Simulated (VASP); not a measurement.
# Cu (Pm-3m) in VASP: a series of runs

Cu is run at these levels: PBE; tasks: single point.

Program: VASP 6.6.1. These are calculated values, not measurements. Logs are shortened: lines on timing, memory, paths and dates and some standing lists are left out, and cuts for length are marked.

## (1) The cell of the first run

It takes space group Pm-3m (No. 221, cubic). The conventional cell has a = 2.279 Å, b = 2.279 Å, c = 2.279 Å, α = 90.00°, β = 90.00°, γ = 90.00°. Within 3.0 Å of Cu (site symmetry m-3m) lie 6 Cu at 2.28 Å.

This isn't the form of Cu at room conditions, which is fcc.

## (2) Single point, PBE (11.83 Å³/atom)

INCAR

```
SYSTEM = Cu
ALGO = Normal ; EDIFF = 1E-6
ENCUT = 600 ; GGA = PE
GGA_COMPAT = .FALSE. ; ISIF = 2
ISMEAR = -1 ; LASPH = .TRUE.
LCHARG = .FALSE. ; LREAL = .FALSE.
LWAVE = .FALSE. ; NBANDS = 12
NELM = 120 ; PREC = Accurate
SIGMA = 0.05
```

KPOINTS

```
k-points
0
G
  16 16 16
  0 0 0
```

POSCAR

```
Cu
1.0
    2.2787440120      0.0000000000      0.0000000000
    0.0000000000      2.2787440120      0.0000000000
    0.0000000000      0.0000000000      2.2787440120
Cu
1
Direct
    0.0000000000      0.0000000000      0.0000000000
```

Potentials or basis: VASP PAW PBE potentials, release 64 (Cu).

The run is started by

```bash
cat potpaw_PBE.64/Cu/POTCAR > POTCAR
mpirun -np 1 vasp_std > vasp.out
```

OUTCAR:

```text
SYSTEM = Cu
   EDIFF = 1E-6
   ENCUT = 600
   GGA = PE
   ISIF = 2
   ISMEAR = -1
   LASPH = .TRUE.
   LREAL = .FALSE.
   NELM = 120
   PREC = Accurate

 ion  position               nearest neighbor table
   1  0.000  0.000  0.000-

  LATTYP: Found a simple cubic cell.
 ALAT       =     2.2787440120

  Lattice vectors:

 A1 = (   2.2787440120,   0.0000000000,   0.0000000000)
 A2 = (   0.0000000000,   2.2787440120,   0.0000000000)
 A3 = (   0.0000000000,   0.0000000000,   2.2787440120)

Analysis of symmetry for initial positions (statically):
=====================================================================
 Subroutine PRICEL returns:
 Original cell was already a primitive cell.

 Routine SETGRP: Setting up the symmetry group for a
 simple cubic supercell.

 Subroutine GETGRP returns: Found 48 space group operations
 (whereof 48 operations were pure point group operations)
 out of a pool of 48 trial point group operations.

The static configuration has the point symmetry O_h .

Analysis of symmetry for dynamics (positions and initial velocities):
=====================================================================
 Subroutine PRICEL returns:
 Original cell was already a primitive cell.

 Routine SETGRP: Setting up the symmetry group for a
 simple cubic supercell.

 Subroutine GETGRP returns: Found 48 space group operations
 (whereof 48 operations were pure point group operations)
 out of a pool of 48 trial point group operations.

The dynamic configuration has the point symmetry O_h .

 Subroutine INISYM returns: Found 48 space group operations
 (whereof 48 operations are pure point group operations),
 and found     1 'primitive' translations

----------------------------------------------------------------------------------------

                                     Primitive cell

  volume of cell :      11.8328

  direct lattice vectors                    reciprocal lattice vectors
     2.278744012  0.000000000  0.000000000     0.438838235  0.000000000  0.000000000
     0.000000000  2.278744012  0.000000000     0.000000000  0.438838235  0.000000000
     0.000000000  0.000000000  2.278744012     0.000000000  0.000000000  0.438838235

  length of vectors
     2.278744012  2.278744012  2.278744012     0.438838235  0.438838235  0.438838235

  position of ions in fractional coordinates (direct lattice)
     0.000000000  0.000000000  0.000000000

  ion indices of the primitive-cell ions
   primitive index   ion index
                 1           1

----------------------------------------------------------------------------------------

 KPOINTS: k-points

Automatic generation of k-mesh.
 Grid dimensions read from file:
 generate k-points for:   16   16   16

 Generating k-lattice:

  Cartesian coordinates                     Fractional coordinates (reciprocal lattice)
     0.027427390  0.000000000  0.000000000     0.062500000  0.000000000  0.000000000
     0.000000000  0.027427390  0.000000000     0.000000000  0.062500000  0.000000000
     0.000000000  0.000000000  0.027427390     0.000000000  0.000000000  0.062500000

  Length of vectors
     0.027427390  0.027427390  0.027427390

  Shift w.r.t. Gamma in fractional coordinates (k-lattice)
     0.000000000  0.000000000  0.000000000

 Subroutine IBZKPT returns following result:
 ===========================================

 Found    165 irreducible k-points:

 Following reciprocal coordinates:
            Coordinates               Weight
  0.000000  0.000000  0.000000      1.000000
  0.062500  0.000000  0.000000      6.000000
  0.125000  0.000000  0.000000      6.000000
  0.187500  0.000000  0.000000      6.000000
  0.250000  0.000000  0.000000      6.000000
  0.312500  0.000000  0.000000      6.000000
[... 16 lines left out ...]
  0.437500  0.125000  0.000000     24.000000
  0.500000  0.125000  0.000000     12.000000
 [... further k-points ...]
   k-points           NKPTS =    165   k-points in BZ     NKDIM =    165   number of bands    NBANDS=     12
   number of dos      NEDOS =    301   number of ions     NIONS =      1
   total plane-waves  NPLWV =   5832
   dimension x,y,z NGX =    18 NGY =   18 NGZ =   18
   dimension x,y,z NGXF=    36 NGYF=   36 NGZF=   36
   ions per type =               1
   NGX,Y,Z   is equivalent  to a cutoff of  13.13, 13.13, 13.13 a.u.
   NGXF,Y,Z  is equivalent  to a cutoff of  26.26, 26.26, 26.26 a.u.
 SYSTEM =  Cu
   PREC   = accura    normal or accurate (medium, high low for compatibility)
   ISTART =      0    job   : 0-new  1-cont  2-samecut
   ICHARG =      2    charge: 1-file 2-atom 10-const
   ISPIN  =      1    spin polarized calculation?
   LNONCOLLINEAR =      F non collinear calculations
   LSORBIT =      F    spin-orbit coupling
   LASPH  =      T    aspherical Exc in radial PAW
   ENCUT  =  600.0 eV  44.10 Ry    6.64 a.u.   4.55  4.55  4.55*2*pi/ulx,y,z
   NELM   =    120;   NELMIN=  2; NELMDL= -5     # of ELM steps
   EDIFF  = 0.1E-05   stopping-criterion for ELM
   LREAL  =      F    real-space projection
   EDIFFG = 0.1E-04   stopping-criterion for IOM
   NSW    =      0    number of steps for IOM
   IBRION =     -1    ionic relax: 0-MD 1-quasi-New 2-CG
   NFREE  =      0    steps in history (QN), initial steepest desc. (CG)
   ISIF   =      2    stress and relaxation
   ISYM   =      2    0-nonsym 1-usesym 2-fastsym
   POTIM  = 0.5000    time-step for ionic-motion
   TEBEG  =    0.0;   TEEND  =   0.0 temperature during run
   PSTRESS=    0.0 pullay stress
   NELECT =      11.0000    total number of electrons
   NUPDOWN=      -1.0000    fix difference up-down
   EMIN   =  10.00;   EMAX   =-10.00  energy-range for DOS
   EFERMI =   0.00;   METHOD = LEGACY
   ISMEAR =    -1;   SIGMA  =   0.05  broadening in eV -4-tet -1-fermi 0-gaus
   EFERMI_NEDOS =   21; number of points for ismear=-14 and -15
   IALGO  =     38    algorithm
   IMIX   =      4    mixing-type and parameters
     AMIX     =   0.40;   BMIX     =  1.00
     AMIX_MAG =   1.60;   BMIX_MAG =  1.00
  volume/ion in A,a.u.               =      11.83        79.85
  Fermi-wavevector in a.u.,A,eV,Ry     =   1.597755  3.019319 34.733239  2.552821
  Thomas-Fermi vector in A             =   2.695312
   LORBIT       =      0    0 simple, 1 ext, 2 COOP (PROOUT), +10 PAW based schemes
   GGA     = PE    functional components
   LHFCALC =     F    Hartree Fock is set to
   AEXX    =    0.0000 exact exchange contribution
   IVDW    =     0    specifies the selected vdW correction
   LEPSILON=     F    determine dielectric tensor
   LRPA    =     F    only Hartree local field effects (RPA)
 non-spin polarized calculation
  energy-cutoff  :      600.00
  volume of cell :       11.83
 maximum number of plane-waves:       413
   NGX =  9   NGY =  9   NGZ =  9

 number of electron      10.9999989 magnetization

 Free energy of the ion-electron system (eV)
  ---------------------------------------------------
  ext. energy  EPLUGINS =         0.00000000
  ---------------------------------------------------
  free energy    TOTEN  =        -3.12174042 eV

  energy without entropy =       -3.12017622  energy(sigma->0) =       -3.12095832

 E-fermi :   7.3423     XC(G=0): -12.6228

 val. band max:        7.3026662876   @ k =   0.3750   0.3125   0.0625
 cond. band min:       7.5461406134   @ k =   0.3750   0.2500   0.1875
 fundamental gap:      0.2434743258
 Fermi energy:         7.3422932160

 k-point     1 :       0.0000    0.0000    0.0000
  band No.  band energies     occupation
      1      -1.6982      2.00000
      2       2.9023      2.00000
      3       2.9023      2.00000
      4       6.0540      2.00000
      5       6.0540      2.00000
      6       6.0540      2.00000
      7      26.7944      0.00000
      8      26.7944      0.00000
      9      26.7944      0.00000
     10      30.4865      0.00000
     11      30.4865      0.00000
     12      35.0811      0.00000

 k-point     2 :       0.0625    0.0000    0.0000
  band No.  band energies     occupation
      1      -1.5786      2.00000
      2       2.9174      2.00000
      3       2.9522      2.00000
      4       6.0133      2.00000
      5       6.0133      2.00000
      6       6.0573      2.00000
      7      25.1027      0.00000
      8      26.9532      0.00000
      9      26.9532      0.00000
     10      30.5247      0.00000
     11      31.7226      0.00000
     12      35.7553      0.00000

 k-point     3 :       0.1250    0.0000    0.0000
  band No.  band energies     occupation
      1      -1.2252      2.00000
      2       2.9608      2.00000
      3       3.0986      2.00000
      4       5.8991      2.00000
      5       5.8991      2.00000
      6       6.0666      2.00000
      7      22.3547      0.00000
      8      27.4218      0.00000
      9      27.4218      0.00000
     10      30.6400      0.00000
     11      32.8305      0.00000
     12      38.0442      0.00000
[... 286 lines left out ...]
 k-point    23 :       0.4375    0.1250    0.0000
  band No.  band energies     occupation
      1       2.6679      2.00000
      2       3.4954      2.00000
      3       4.1281      2.00000
      4       5.1312      2.00000
      5       6.0014      2.00000
      6       6.3831      2.00000
      7      10.9690      0.00000
      8      27.8295      0.00000
      9      31.2214      0.00000
     10      33.6493      0.00000
     11      33.9657      0.00000
     12      38.3233      0.00000

 k-point    24 :       0.5000    0.1250    0.0000
  band No.  band energies     occupation
      1       2.8726      2.00000
      2       3.5380      2.00000
      3       4.0644      2.00000
      4       5.0971      2.00000
      5       6.0052      2.00000
      6       6.8697      1.99984
      7      10.1296      0.00000
      8      28.8722      0.00000
      9      30.0199      0.00000
     10      33.7889      0.00000
     11      34.9963      0.00000
     12      37.1395      0.00000

 [... further k-points ...]

------------------------ aborting loop because EDIFF is reached ----------------------------------------

  FORCE on cell =-STRESS in cart. coord.  units (eV):
  Direction    XX          YY          ZZ          XY          YZ          ZX
  --------------------------------------------------------------------------------------
  -------------------------------------------------------------------------------------
  Total        1.8980388      1.8980388      1.8980388      0.0000000      0.0000000     -0.0000000
  in kB      256.9975823    256.9975823    256.9975823      0.0000000      0.0000000     -0.0000000
  external PRESSURE =     256.9975823 kB  Pullay stress =       0.0000000 kB

 VOLUME and BASIS-vectors are now :
 -----------------------------------------------------------------------------
  energy-cutoff  :      600.00
  volume of cell :       11.83
      direct lattice vectors                 reciprocal lattice vectors
     2.278744012  0.000000000  0.000000000     0.438838235  0.000000000  0.000000000
     0.000000000  2.278744012  0.000000000     0.000000000  0.438838235  0.000000000
     0.000000000  0.000000000  2.278744012     0.000000000  0.000000000  0.438838235

 POSITION                                       TOTAL-FORCE (eV/Angst)
 -----------------------------------------------------------------------------------
      0.00000      0.00000      0.00000         0.000000      0.000000      0.000000
 -----------------------------------------------------------------------------------
    total drift:                               -0.000000      0.000000      0.000000

  FREE ENERGIE OF THE ION-ELECTRON SYSTEM (eV)
  ---------------------------------------------------
  free  energy   TOTEN  =        -3.1217404159 eV

  energy  without entropy=       -3.1201762169  energy(sigma->0) =       -3.12095832
```

Wall time 14 s (1 thread of Intel Xeon Platinum 8488C (Sapphire Rapids), shared host); peak memory 0.14 GiB.

What came out:

| Quantity | Value |
| --- | --- |
| Free energy | -3.1217 eV |
| Pressure | 25.7 GPa |
| Band gap on the k mesh | zero (an odd number of electrons rules out a gap without spin polarisation) |

Levels at points of the mesh, in eV from the Fermi level:
| k point | band 1 | band 2 | band 3 | band 4 | band 5 | band 6 | band 7 | band 8 | band 9 | band 10 |
| --- | --- | --- | --- | --- | --- | --- | --- | --- | --- | --- |
| (0.00, 0.00, 0.00) | -9.04 | -4.44 | -4.44 | -1.29 | -1.29 | -1.29 | 19.45 | 19.45 | 19.45 | 23.14 |
| (0.50, 0.00, 0.00) | -4.81 | -4.03 | -2.27 | -2.27 | -1.78 | -1.20 | 2.70 | 24.95 | 26.94 | 26.94 |
| (0.50, 0.50, 0.00) | -4.96 | -3.70 | -2.08 | -2.08 | -0.61 | 4.65 | 4.65 | 10.57 | 10.83 | 31.72 |
| (0.50, 0.50, 0.50) | -4.08 | -4.08 | -4.08 | -0.55 | -0.55 | 11.37 | 11.37 | 11.37 | 13.90 | 16.80 |

Caveat: the cell stands under pressure.

## (3) Single point, PBE (13.22 Å³/atom)

This run uses another cell than the first one, of 13.22 Å³/atom.

INCAR

```
PREC = Accurate
ENCUT = 600
EDIFF = 1E-6
ISMEAR = -1
SIGMA = 0.05
LREAL = F
LASPH = T
NELM = 120
ALGO = Normal
ISIF = 2
LWAVE = F
LCHARG = F
GGA = PE
NBANDS = 12
GGA_COMPAT = F
```

KPOINTS

```
regular mesh
0
Gamma
  16 16 16
```

POSCAR

```
Cu
1.0
    2.3648146126      0.0000000000      0.0000000000
    0.0000000000      2.3648146126      0.0000000000
    0.0000000000      0.0000000000      2.3648146126
Cu
1
Direct
    0.0000000000      0.0000000000      0.0000000000
```

Potentials or basis: VASP PAW PBE potentials, release 64 (Cu).

The run is started by

```bash
cat potpaw_PBE.64/Cu/POTCAR > POTCAR
mpirun -np 1 vasp_std > vasp.out
```

OUTCAR:

```text
PREC = Accurate
   ENCUT = 600
   EDIFF = 1E-6
   ISMEAR = -1
   LREAL = F
   LASPH = T
   NELM = 120
   ISIF = 2
   GGA = PE

 ion  position               nearest neighbor table
   1  0.000  0.000  0.000-

  LATTYP: Found a simple cubic cell.
 ALAT       =     2.3648146126

  Lattice vectors:

 A1 = (   2.3648146126,   0.0000000000,   0.0000000000)
 A2 = (   0.0000000000,   2.3648146126,   0.0000000000)
 A3 = (   0.0000000000,   0.0000000000,   2.3648146126)

[... 536 lines left out ...]
     11      31.5902      0.00000
     12      34.0603      0.00000

 [... further k-points ...]

------------------------ aborting loop because EDIFF is reached ----------------------------------------

  FORCE on cell =-STRESS in cart. coord.  units (eV):
  Direction    XX          YY          ZZ          XY          YZ          ZX
  --------------------------------------------------------------------------------------
  -------------------------------------------------------------------------------------
  Total        0.5480863      0.5480863      0.5480863     -0.0000000      0.0000000     -0.0000000
  in kB       66.4000247     66.4000247     66.4000247     -0.0000000      0.0000000     -0.0000000
  external PRESSURE =      66.4000247 kB  Pullay stress =       0.0000000 kB

 VOLUME and BASIS-vectors are now :
 -----------------------------------------------------------------------------
  energy-cutoff  :      600.00
  volume of cell :       13.22
      direct lattice vectors                 reciprocal lattice vectors
     2.364814613  0.000000000  0.000000000     0.422866129  0.000000000  0.000000000
     0.000000000  2.364814613  0.000000000     0.000000000  0.422866129  0.000000000
     0.000000000  0.000000000  2.364814613     0.000000000  0.000000000  0.422866129

 POSITION                                       TOTAL-FORCE (eV/Angst)
 -----------------------------------------------------------------------------------
      0.00000      0.00000      0.00000         0.000000      0.000000      0.000000
 -----------------------------------------------------------------------------------
    total drift:                               -0.000000      0.000000      0.000000

  FREE ENERGIE OF THE ION-ELECTRON SYSTEM (eV)
  ---------------------------------------------------
  free  energy   TOTEN  =        -3.2525525230 eV

  energy  without entropy=       -3.2505077970  energy(sigma->0) =       -3.25153016
```

Run time: 16 s. Hardware: 1 thread of Intel Xeon Platinum 8488C (Sapphire Rapids), shared host; peak memory 0.14 GiB.

What came out:

* Free energy: -3.2526 eV
* Pressure: 6.6 GPa
* Band gap on the k mesh: zero (an odd number of electrons rules out a gap without spin polarisation)

Caveat: the cell stands under pressure.

The gap in the log of VASP goes by the Fermi energy; the results here count the filled bands.